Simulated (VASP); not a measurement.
Set up this calculation in VASP 6.6.1, as the native input.

| Item | Value |
| --- | --- |
| Task | single point |
| Functional | PBEsol |
| Potentials or basis | VASP PAW PBE potentials, release 64 (Sb) |
| Cutoff | 520 eV |
| k mesh | 10 × 10 × 10 |
| Occupations | fermi-dirac, width 0.05 eV |
| Spin | no spin polarisation |
| Dipole correction | no |
| Further INCAR settings | ALGO = Normal; EDIFF = 1e-06; NBANDS = 8 |

The structure of Sb lies in POSCAR:

```
Sb
1.0
    0.0000000000      2.3558839646      2.3558839646
    2.3558839646      0.0000000000      2.3558839646
    2.3558839646      2.3558839646      0.0000000000
Sb
1
Direct
    0.0000000000      0.0000000000      0.0000000000
```

The input as run:

INCAR

```
PREC = Accurate
ENCUT = 520
EDIFF = 1E-6
ISMEAR = -1
SIGMA = 0.05
LREAL = False
LASPH = True
NELM = 80
ALGO = Normal
ISIF = 2
LWAVE = False
LCHARG = True
GGA = PS
LELF = True
LVHAR = True
NBANDS = 8
```

KPOINTS

```
regular mesh
0
Gamma
  10 10 10
```

Potentials or basis: VASP PAW PBE potentials, release 64 (Sb).

Run with:

```console
$ cat potpaw_PBE.64/Sb/POTCAR > POTCAR
$ mpirun -np 1 vasp_std > vasp.out
```

It gave:

```json
{
 "Pressure": "0.0 GPa"
}
```

Caveat: the PAW data sets were made with another functional, which shifts forces and pressure a little.

It took 7.9 s on 1 thread of Intel Xeon 6975P-C, on a shared host, peak memory 0.15 GiB.
